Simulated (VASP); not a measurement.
# MnSi (P2_13) in VASP: notebook

The runs below take MnSi through single point, relaxation of cell and atoms, with PBE.

All numbers are computed with VASP 6.6.1; they aren't measurements. Logs are shortened: lines on timing, memory, paths and dates and some standing lists are left out, and cuts for length are marked.

### 1 The cell of the first run

It takes space group P2_13 (No. 198, cubic). Conventional cell: a = 4.497 Å, b = 4.497 Å, c = 4.497 Å, α = 90.00°, β = 90.00°, γ = 90.00°. Within 3.0 Å of Mn (site symmetry 3) lie 7 Si at 2.27 to 2.51 Å and 6 Mn at 2.76 Å. Si (site symmetry 3) has 7 Mn at 2.27 to 2.51 Å and 6 Si at 2.78 Å within 3.0 Å.

### 2 Single point, PBE

INCAR

```
PREC     = Accurate       # precision mode
ENCUT    = 520            # plane-wave cutoff, eV
EDIFF    = 1E-6           # SCF threshold, eV
ISMEAR   = 0              # smearing method
SIGMA    = 0.05           # smearing width, eV
LREAL    = False          # projectors in reciprocal space
LASPH    = True           # aspherical terms in the spheres
NELM     = 100            # most SCF steps
ALGO     = Normal         # electronic algorithm
ISIF     = 2              # what is computed and relaxed
LWAVE    = False          # write WAVECAR
LCHARG   = False          # write CHGCAR
GGA      = PE             # functional
NBANDS   = 44             # bands
```

KPOINTS

```
regular mesh
0
Gamma
  8 8 8
```

POSCAR

```
MnSi
1.0
    4.4973380643      0.0000000000      0.0000000000
    0.0000000000      4.4973380643      0.0000000000
    0.0000000000      0.0000000000      4.4973380643
Mn Si
4 4
Direct
    0.1371854628      0.1371854628      0.1371854628
    0.3628145372      0.8628145372      0.6371854628
    0.6371854628      0.3628145372      0.8628145372
    0.8628145372      0.6371854628      0.3628145372
    0.8456431428      0.8456431428      0.8456431428
    0.6543568572      0.1543568572      0.3456431428
    0.3456431428      0.6543568572      0.1543568572
    0.1543568572      0.3456431428      0.6543568572
```

Potentials or basis: VASP PAW PBE potentials, release 64 (Mn_pv, Si).

Launch:

```sh
$ cat potpaw_PBE.64/Mn_pv/POTCAR potpaw_PBE.64/Si/POTCAR > POTCAR
$ mpirun -np 1 vasp_std > vasp.out
```

OUTCAR:

```text
PREC = Accurate
   ENCUT = 520
   EDIFF = 1E-6
   ISMEAR = 0
   LREAL = False
   LASPH = True
   NELM = 100
   ISIF = 2
   GGA = PE

 ion  position               nearest neighbor table
   1  0.137  0.137  0.137-   5 2.27   6 2.37   7 2.37   8 2.37   7 2.51   8 2.51   6 2.51   2 2.76
                             2 2.76   4 2.76   3 2.76   4 2.76   3 2.76
   2  0.363  0.863  0.637-   6 2.27   5 2.37   7 2.37   8 2.37   7 2.51   8 2.51   5 2.51   1 2.76
                             1 2.76   3 2.76   4 2.76   4 2.76   3 2.76
   3  0.637  0.363  0.863-   7 2.27   6 2.37   5 2.37   8 2.37   8 2.51   6 2.51   5 2.51   4 2.76
                             4 2.76   1 2.76   2 2.76   2 2.76   1 2.76
   4  0.863  0.637  0.363-   8 2.27   6 2.37   7 2.37   5 2.37   6 2.51   5 2.51   7 2.51   3 2.76
                             3 2.76   1 2.76   1 2.76   2 2.76   2 2.76
   5  0.846  0.846  0.846-   1 2.27   2 2.37   3 2.37   4 2.37   3 2.51   4 2.51   2 2.51   6 2.78
                             7 2.78   8 2.78   6 2.78   8 2.78   7 2.78
   6  0.654  0.154  0.346-   2 2.27   1 2.37   3 2.37   4 2.37   3 2.51   4 2.51   1 2.51   8 2.78
                             5 2.78   5 2.78   7 2.78   7 2.78   8 2.78
   7  0.346  0.654  0.154-   3 2.27   2 2.37   1 2.37   4 2.37   4 2.51   2 2.51   1 2.51   8 2.78
                             5 2.78   8 2.78   6 2.78   6 2.78   5 2.78
   8  0.154  0.346  0.654-   4 2.27   2 2.37   3 2.37   1 2.37   2 2.51   1 2.51   3 2.51   7 2.78
                             5 2.78   7 2.78   5 2.78   6 2.78   6 2.78

  LATTYP: Found a simple cubic cell.
 ALAT       =     4.4973380643

  Lattice vectors:

 A1 = (   4.4973380643,   0.0000000000,   0.0000000000)
 A2 = (   0.0000000000,   4.4973380643,   0.0000000000)
 A3 = (   0.0000000000,   0.0000000000,   4.4973380643)

Analysis of symmetry for initial positions (statically):
=====================================================================
 Subroutine PRICEL returns:
 Original cell was already a primitive cell.

 Routine SETGRP: Setting up the symmetry group for a
 simple cubic supercell.

 Subroutine GETGRP returns: Found 12 space group operations
 (whereof  3 operations were pure point group operations)
 out of a pool of 48 trial point group operations.

The static configuration has the point symmetry C_3 .
 The point group associated with its full space group is T   .

Analysis of symmetry for dynamics (positions and initial velocities):
=====================================================================
 Subroutine PRICEL returns:
 Original cell was already a primitive cell.

 Routine SETGRP: Setting up the symmetry group for a
 simple cubic supercell.

 Subroutine GETGRP returns: Found 12 space group operations
 (whereof  3 operations were pure point group operations)
 out of a pool of 48 trial point group operations.

The dynamic configuration has the point symmetry C_3 .
 The point group associated with its full space group is T   .

 Subroutine INISYM returns: Found 12 space group operations
 (whereof  3 operations are pure point group operations),
 and found     1 'primitive' translations

----------------------------------------------------------------------------------------

                                     Primitive cell

  volume of cell :      90.9634

  direct lattice vectors                    reciprocal lattice vectors
     4.497338064  0.000000000  0.000000000     0.222353754  0.000000000  0.000000000
     0.000000000  4.497338064  0.000000000     0.000000000  0.222353754  0.000000000
     0.000000000  0.000000000  4.497338064     0.000000000  0.000000000  0.222353754

  length of vectors
     4.497338064  4.497338064  4.497338064     0.222353754  0.222353754  0.222353754

  position of ions in fractional coordinates (direct lattice)
     0.137185463  0.137185463  0.137185463
     0.362814537  0.862814537  0.637185463
     0.637185463  0.362814537  0.862814537
     0.862814537  0.637185463  0.362814537
     0.845643143  0.845643143  0.845643143
     0.654356857  0.154356857  0.345643143
     0.345643143  0.654356857  0.154356857
     0.154356857  0.345643143  0.654356857

  ion indices of the primitive-cell ions
   primitive index   ion index
                 1           1
                 2           2
                 3           3
                 4           4
                 5           5
                 6           6
                 7           7
                 8           8

----------------------------------------------------------------------------------------

 KPOINTS: regular mesh

Automatic generation of k-mesh.
 Grid dimensions read from file:
 generate k-points for:    8    8    8

 Generating k-lattice:

  Cartesian coordinates                     Fractional coordinates (reciprocal lattice)
     0.027794219  0.000000000  0.000000000     0.125000000  0.000000000  0.000000000
     0.000000000  0.027794219  0.000000000     0.000000000  0.125000000  0.000000000
     0.000000000  0.000000000  0.027794219     0.000000000  0.000000000  0.125000000

  Length of vectors
     0.027794219  0.027794219  0.027794219

  Shift w.r.t. Gamma in fractional coordinates (k-lattice)
     0.000000000  0.000000000  0.000000000

 Subroutine IBZKPT returns following result:
 ===========================================

 Found     45 irreducible k-points:

 Following reciprocal coordinates:
            Coordinates               Weight
  0.000000  0.000000  0.000000      1.000000
  0.125000  0.000000  0.000000      6.000000
  0.250000  0.000000  0.000000      6.000000
  0.375000  0.000000  0.000000      6.000000
  0.500000  0.000000  0.000000      3.000000
  0.125000  0.125000  0.000000     12.000000
[... 16 lines left out ...]
  0.250000  0.125000  0.125000     24.000000
  0.375000  0.125000  0.125000     24.000000
 [... further k-points ...]
   k-points           NKPTS =     45   k-points in BZ     NKDIM =     45   number of bands    NBANDS=     44
   number of dos      NEDOS =    301   number of ions     NIONS =      8
   total plane-waves  NPLWV =  46656
   dimension x,y,z NGX =    36 NGY =   36 NGZ =   36
   dimension x,y,z NGXF=    72 NGYF=   72 NGZF=   72
   ions per type =               4   4
   NGX,Y,Z   is equivalent  to a cutoff of  13.31, 13.31, 13.31 a.u.
   NGXF,Y,Z  is equivalent  to a cutoff of  26.62, 26.62, 26.62 a.u.
 SYSTEM =  unknown system
   PREC   = accura    normal or accurate (medium, high low for compatibility)
   ISTART =      0    job   : 0-new  1-cont  2-samecut
   ICHARG =      2    charge: 1-file 2-atom 10-const
   ISPIN  =      1    spin polarized calculation?
   LNONCOLLINEAR =      F non collinear calculations
   LSORBIT =      F    spin-orbit coupling
   LASPH  =      T    aspherical Exc in radial PAW
   ENCUT  =  520.0 eV  38.22 Ry    6.18 a.u.   8.36  8.36  8.36*2*pi/ulx,y,z
   NELM   =    100;   NELMIN=  2; NELMDL= -5     # of ELM steps
   EDIFF  = 0.1E-05   stopping-criterion for ELM
   LREAL  =      F    real-space projection
   EDIFFG = 0.1E-04   stopping-criterion for IOM
   NSW    =      0    number of steps for IOM
   IBRION =     -1    ionic relax: 0-MD 1-quasi-New 2-CG
   NFREE  =      0    steps in history (QN), initial steepest desc. (CG)
   ISIF   =      2    stress and relaxation
   ISYM   =      2    0-nonsym 1-usesym 2-fastsym
   POTIM  = 0.5000    time-step for ionic-motion
   TEBEG  =    0.0;   TEEND  =   0.0 temperature during run
   PSTRESS=    0.0 pullay stress
   NELECT =      68.0000    total number of electrons
   NUPDOWN=      -1.0000    fix difference up-down
   EMIN   =  10.00;   EMAX   =-10.00  energy-range for DOS
   EFERMI =   0.00;   METHOD = LEGACY
   ISMEAR =     0;   SIGMA  =   0.05  broadening in eV -4-tet -1-fermi 0-gaus
   EFERMI_NEDOS =   21; number of points for ismear=-14 and -15
   IALGO  =     38    algorithm
   IMIX   =      4    mixing-type and parameters
     AMIX     =   0.40;   BMIX     =  1.00
     AMIX_MAG =   1.60;   BMIX_MAG =  1.00
  volume/ion in A,a.u.               =      11.37        76.73
  Fermi-wavevector in a.u.,A,eV,Ry     =   1.485784  2.807724 30.035586  2.207553
  Thomas-Fermi vector in A             =   2.599152
   LORBIT       =      0    0 simple, 1 ext, 2 COOP (PROOUT), +10 PAW based schemes
   GGA     = PE    functional components
   LHFCALC =     F    Hartree Fock is set to
   AEXX    =    0.0000 exact exchange contribution
   IVDW    =     0    specifies the selected vdW correction
   LEPSILON=     F    determine dielectric tensor
   LRPA    =     F    only Hartree local field effects (RPA)
 non-spin polarized calculation
 Gauss-broadening in eV      SIGMA  =   0.05
  energy-cutoff  :      520.00
  volume of cell :       90.96
 maximum number of plane-waves:      2469
 NGX is ok and might be reduce to    36
   NGX = 17   NGY = 17   NGZ = 17

 number of electron      68.0000038 magnetization

 Free energy of the ion-electron system (eV)
  ---------------------------------------------------
  ext. energy  EPLUGINS =         0.00000000
  ---------------------------------------------------
  free energy    TOTEN  =       -61.20488254 eV

  energy without entropy =      -61.19281147  energy(sigma->0) =      -61.19884700

 E-fermi :  11.2331     XC(G=0): -12.8958

 val. band max:       11.2217523364   @ k =   0.1250   0.1250   0.1250
 cond. band min:      11.2339928275   @ k =   0.2500   0.0000   0.0000
 fundamental gap:      0.0122404911
 Fermi energy:        11.2331488121

 k-point     1 :       0.0000    0.0000    0.0000
  band No.  band energies     occupation
      1     -36.5416      2.00000
      2     -36.5416      2.00000
      3     -36.5416      2.00000
      4     -36.4960      2.00000
      5     -36.4960      2.00000
      6     -36.4960      2.00000
[... 36 lines left out ...]
     43      15.2743      0.00000
     44      15.2743      0.00000
[... 1040 lines left out ...]
      4     -36.5069      2.00000
      5     -36.4978      2.00000
      6     -36.4730      2.00000
[... 36 lines left out ...]
     43      15.1630      0.00000
     44      15.5180      0.00000

 [... further k-points ...]

------------------------ aborting loop because EDIFF is reached ----------------------------------------

  FORCE on cell =-STRESS in cart. coord.  units (eV):
  Direction    XX          YY          ZZ          XY          YZ          ZX
  --------------------------------------------------------------------------------------
  -------------------------------------------------------------------------------------
  Total       -0.0266999     -0.0266999     -0.0266999     -0.0000000      0.0000000     -0.0000000
  in kB       -0.4702774     -0.4702774     -0.4702774     -0.0000000      0.0000000     -0.0000000
  external PRESSURE =      -0.4702774 kB  Pullay stress =       0.0000000 kB

 VOLUME and BASIS-vectors are now :
 -----------------------------------------------------------------------------
  energy-cutoff  :      520.00
  volume of cell :       90.96
      direct lattice vectors                 reciprocal lattice vectors
     4.497338064  0.000000000  0.000000000     0.222353754  0.000000000  0.000000000
     0.000000000  4.497338064  0.000000000     0.000000000  0.222353754  0.000000000
     0.000000000  0.000000000  4.497338064     0.000000000  0.000000000  0.222353754

 POSITION                                       TOTAL-FORCE (eV/Angst)
 -----------------------------------------------------------------------------------
      0.61697      0.61697      0.61697         0.006490      0.006490      0.006490
      1.63170      3.88037      2.86564        -0.006490     -0.006490      0.006490
      2.86564      1.63170      3.88037         0.006490     -0.006490     -0.006490
      3.88037      2.86564      1.63170        -0.006490      0.006490     -0.006490
      3.80314      3.80314      3.80314        -0.001423     -0.001423     -0.001423
      2.94286      0.69419      1.55447         0.001423      0.001423     -0.001423
      1.55447      2.94286      0.69419        -0.001423      0.001423      0.001423
      0.69419      1.55447      2.94286         0.001423     -0.001423      0.001423
 -----------------------------------------------------------------------------------
    total drift:                               -0.000001     -0.000001      0.000000

  FREE ENERGIE OF THE ION-ELECTRON SYSTEM (eV)
  ---------------------------------------------------
  free  energy   TOTEN  =       -61.2048825358 eV

  energy  without entropy=      -61.1928114720  energy(sigma->0) =      -61.19884700
```

It took 68 s on 1 thread of Intel Xeon 6975P-C (Granite Rapids), shared host; peak memory 0.28 GiB.

Results:

| Property | Result |
| --- | --- |
| Free energy | -61.2049 eV |
| Pressure | 0.0 GPa |
| Largest force | 0.011 eV/Å |
| Band gap on the k mesh | zero (band 34 reaches 11.57 eV, above the bottom of band 35 at 11.08 eV) |

Forces in eV/Å, atoms in the order of the input:
```
Mn   0.006  0.006  0.006
Mn  -0.006 -0.006  0.006
Mn   0.006 -0.006 -0.006
Mn  -0.006  0.006 -0.006
Si  -0.001 -0.001 -0.001
Si   0.001  0.001 -0.001
Si  -0.001  0.001  0.001
Si   0.001 -0.001  0.001
```

Levels at points of the mesh, in eV from the Fermi level:
| k point | band 31 | band 32 | band 33 | band 34 | band 35 | band 36 | band 37 | band 38 |
| --- | --- | --- | --- | --- | --- | --- | --- | --- |
| (0.00, 0.00, 0.00) | -1.61 | 0.20 | 0.20 | 0.20 | 0.37 | 0.37 | 1.28 | 1.28 |
| (0.50, 0.00, 0.00) | -0.78 | -0.78 | 0.03 | 0.03 | 0.46 | 0.46 | 0.75 | 0.75 |
| (0.50, 0.50, 0.00) | -0.83 | -0.83 | -0.59 | -0.59 | 0.05 | 0.05 | 1.20 | 1.20 |
| (0.50, 0.50, 0.50) | -0.40 | -0.40 | -0.15 | -0.15 | -0.15 | -0.15 | 1.03 | 1.03 |

Spin polarisation is off, so any magnetic state and its effect on volume and gap are missing.

### 3 Relaxation of cell and atoms, PBE

This run uses another cell than the first one, of 11.76 Å³/atom, 1.034 times its volume.

INCAR

```
SYSTEM = MnSi
PREC = Accurate
ENCUT = 600
EDIFF = 1E-6
ISMEAR = 0
SIGMA = 0.05
LREAL = .False.
LASPH = .True.
NELM = 100
ALGO = Normal
ISIF = 3
LWAVE = .False.
LCHARG = .False.
GGA = PE
IBRION = 2
NSW = 80
EDIFFG = -0.01
```

KPOINTS

```
Automatic mesh
0
Gamma
  8 8 8
  0 0 0
```

POSCAR

```
MnSi
1.0
    4.5480000000      0.0000000000      0.0000000000
    0.0000000000      4.5480000000      0.0000000000
    0.0000000000      0.0000000000      4.5480000000
Mn Si
4 4
Direct
    0.1380000000      0.1380000000      0.1380000000
    0.3620000000      0.8620000000      0.6380000000
    0.6380000000      0.3620000000      0.8620000000
    0.8620000000      0.6380000000      0.3620000000
    0.8460000000      0.8460000000      0.8460000000
    0.6540000000      0.1540000000      0.3460000000
    0.3460000000      0.6540000000      0.1540000000
    0.1540000000      0.3460000000      0.6540000000
```

Potentials or basis: VASP PAW PBE potentials, release 64 (Mn_pv, Si).

Launch:

```sh
$ cat potpaw_PBE.64/Mn_pv/POTCAR potpaw_PBE.64/Si/POTCAR > POTCAR
$ mpirun -np 1 vasp_std > vasp.out
```

Run time: 6.1 min. Hardware: 1 thread of Intel Xeon 6975P-C (Granite Rapids), shared host; peak memory 0.31 GiB.

It converged, with:

* Free energy: -61.2058 eV
* Relaxed volume: 11.37 Å³/atom
* Relaxed cell: a = 4.497 Å, b = 4.497 Å, c = 4.497 Å, α = 90.00°, β = 90.00°, γ = 90.00°
* Space group after relaxing (to 0.05 Å): P2_13 (No. 198)
* Energy gained by relaxing: 9.5 meV/atom
* Ionic steps: 9
* Pressure after relaxing: 0.0 GPa
* Largest force after relaxing: 0.003 eV/Å
* Band gap on the k mesh: zero (band 34 reaches 11.57 eV, above the bottom of band 35 at 11.09 eV)

Forces on the atoms (eV/Å):
```
Mn   0.000  0.000  0.000
Mn   0.000  0.000  0.000
Mn   0.000  0.000  0.000
Mn   0.000  0.000  0.000
Si   0.002  0.002  0.002
Si  -0.002 -0.002  0.002
Si   0.002 -0.002 -0.002
Si  -0.002  0.002 -0.002
```

The path:
```tsv
step	energy change (eV)	largest force (eV/Å)	pressure (GPa)	volume (Å³)
1	0.0000	0.1973	-7.24	94.07
2	0.0541	0.2453	11.01	87.02
3	-0.0759	0.0242	-0.08	90.92
4	-0.0759	0.0235	0.16	90.86
5	-0.0759	0.0124	-0.12	90.99
6	-0.0759	0.0147	-0.07	90.95
7	-0.0759	0.0129	-0.17	90.98
8	-0.0759	0.0145	-0.12	90.96
9	-0.0760	0.0033	0.00	90.93
```

Final structure:
```
Mn Si
1.0
     4.49682    0.00000    0.00000
     0.00000    4.49682    0.00000
     0.00000    0.00000    4.49682
Mn Si
4 4
Direct
  0.13727 0.13727 0.13727
  0.36273 0.86273 0.63727
  0.63727 0.36273 0.86273
  0.86273 0.63727 0.36273
  0.84561 0.84561 0.84561
  0.65439 0.15439 0.34561
  0.34561 0.65439 0.15439
  0.15439 0.34561 0.65439
```

Levels at points of the mesh, in eV from the Fermi level:
| k point | band 32 | band 33 | band 34 | band 35 | band 36 | band 37 |
| --- | --- | --- | --- | --- | --- | --- |
| (0.00, 0.00, 0.00) | 0.20 | 0.20 | 0.20 | 0.37 | 0.37 | 1.28 |
| (0.50, 0.00, 0.00) | -0.78 | 0.03 | 0.03 | 0.46 | 0.46 | 0.75 |
| (0.50, 0.50, 0.00) | -0.83 | -0.59 | -0.59 | 0.05 | 0.05 | 1.20 |
| (0.50, 0.50, 0.50) | -0.40 | -0.15 | -0.15 | -0.15 | -0.15 | 1.03 |

Spin polarisation is off, so any magnetic state and its effect on volume and gap are missing.
